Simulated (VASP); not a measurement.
Here is a VASP 6.6.1 calculation.

The input INCAR:

```
SYSTEM = Si5O
  PREC = Accurate
  ENCUT = 520
  EDIFF = 1E-6
  ISMEAR = 0
  SIGMA = 0.1
  LREAL = .False.
  LASPH = .True.
  NELM = 150
  ALGO = Normal
  ISIF = 2
  LWAVE = .False.
  LCHARG = .False.
  ISPIN = 2
  MAGMOM = 0 0 0 0 0 1
  LORBIT = 11
  GGA = PE
  NBANDS = 26
```

KPOINTS

```
regular mesh
0
Gamma
  4 4 4
  0 0 0
```

The input POSCAR:

```
Si5O
1.0
    0.0000000000      3.4152222700      3.4152222700
    3.4152222700      0.0000000000      3.4152222700
    3.4152222700      3.4152222700      0.0000000000
Si O
5 1
Direct
    0.2500000000      0.2500000000      0.2500000000
    0.1283094900      0.6238968400      0.6238968400
    0.6238968400      0.6238968400      0.6238968400
    0.6238968400      0.6238968400      0.1283094900
    0.6238968400      0.1283094900      0.6238968400
    0.0000000000      0.0000000000      0.0000000000
```

Potentials or basis: VASP PAW PBE potentials, release 64 (Si, O).

Command:

```sh
$ cat potpaw_PBE.64/Si/POTCAR potpaw_PBE.64/O/POTCAR > POTCAR
$ mpirun -np 1 vasp_std > vasp.out
```

Problem. Estimate the net moment.

Solution. 0.00 μB per cell.

Problem. Predict the pressure.

Solution. 10.2 GPa.

Problem. Estimate the largest force.

Solution. 0.818 eV/Å.

Forces on the atoms (eV/Å):
```
Si   0.000  0.000  0.000
Si   0.472 -0.472 -0.472
Si   0.472  0.472  0.472
Si  -0.472 -0.472  0.472
Si  -0.472  0.472 -0.472
O    0.000  0.000  0.000
```

Caveat: the k points lie up to 0.40 Å⁻¹ apart.
